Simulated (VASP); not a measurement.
Wanted: the native input for a VASP 6.6.1 run.

```
Task                   : single point
Functional             : r2SCAN
Potentials or basis    : VASP PAW PBE potentials, release 64 (B, As, In_d)
Cutoff                 : 520 eV
k mesh                 : 4 × 4 × 4
Occupations            : fermi-dirac, width 0.02 eV
Spin                   : no spin polarisation
Dipole correction      : no
Further INCAR settings : ALGO = Normal; EDIFF = 1e-06; NBANDS = 31
```

Crystal: InB3As4.

```
CELL_PARAMETERS angstrom
5.15680 0.00000 0.00000
0.00000 5.15680 0.00000
0.00000 0.00000 5.15680
ATOMIC_POSITIONS crystal
B 0.50000 0.00000 0.00000
B 0.00000 0.50000 0.00000
B 0.00000 0.00000 0.50000
As 0.77350 0.22650 0.22650
As 0.22650 0.77350 0.22650
As 0.22650 0.22650 0.77350
As 0.77350 0.77350 0.77350
In 0.50000 0.50000 0.50000
```

The input as run:

POSCAR

```
InB3As4
1.0
    5.1567957722      0.0000000000      0.0000000000
    0.0000000000      5.1567957722      0.0000000000
    0.0000000000      0.0000000000      5.1567957722
B As In
3 4 1
Direct
    0.5000000000      0.0000000000      0.0000000000
    0.0000000000      0.5000000000      0.0000000000
    0.0000000000      0.0000000000      0.5000000000
    0.7735014892      0.2264985108      0.2264985108
    0.2264985108      0.7735014892      0.2264985108
    0.2264985108      0.2264985108      0.7735014892
    0.7735014892      0.7735014892      0.7735014892
    0.5000000000      0.5000000000      0.5000000000
```

INCAR.step1

```
PREC = Accurate
ENCUT = 520
ISMEAR = -1
SIGMA = 0.02
LREAL = False
LASPH = True
NELM = 100
NBANDS = 31
GGA = PE
ALGO = Normal
EDIFF = 1E-4
LWAVE = True
LCHARG = False
```

INCAR.step2

```
PREC = Accurate
ENCUT = 520
EDIFF = 1E-6
ISMEAR = -1
SIGMA = 0.02
LREAL = False
LASPH = True
NELM = 100
ALGO = Normal
ISIF = 2
LWAVE = False
LCHARG = True
METAGGA = R2SCAN
LMIXTAU = True
LELF = True
LVHAR = True
NBANDS = 31
ISTART = 1
```

KPOINTS

```
Automatic mesh
0
Gamma
  4 4 4
```

Potentials or basis: VASP PAW PBE potentials, release 64 (B, As, In_d).

Command:

```bash
$ cat potpaw_PBE.64/B/POTCAR potpaw_PBE.64/As/POTCAR potpaw_PBE.64/In_d/POTCAR > POTCAR
$ cp INCAR.step1 INCAR
$ mpirun -np 1 vasp_std > vasp.out
$ cp INCAR.step2 INCAR
$ mpirun -np 1 vasp_std > vasp.out
```

It gave:

```yaml
Pressure: 0.1 GPa
Largest_force: 0.008 eV/Å
Band_gap_on_the_k_mesh: 0.08 eV, direct
```

Caveat: the PAW data sets were made with another functional, which shifts forces and pressure a little; spin-orbit coupling is left out, which moves the levels of the heavy elements.

Wall time 83 s on 1 thread of AMD EPYC 9R45 96-Core Processor (Zen 5), on a shared host, peak memory 0.24 GiB.
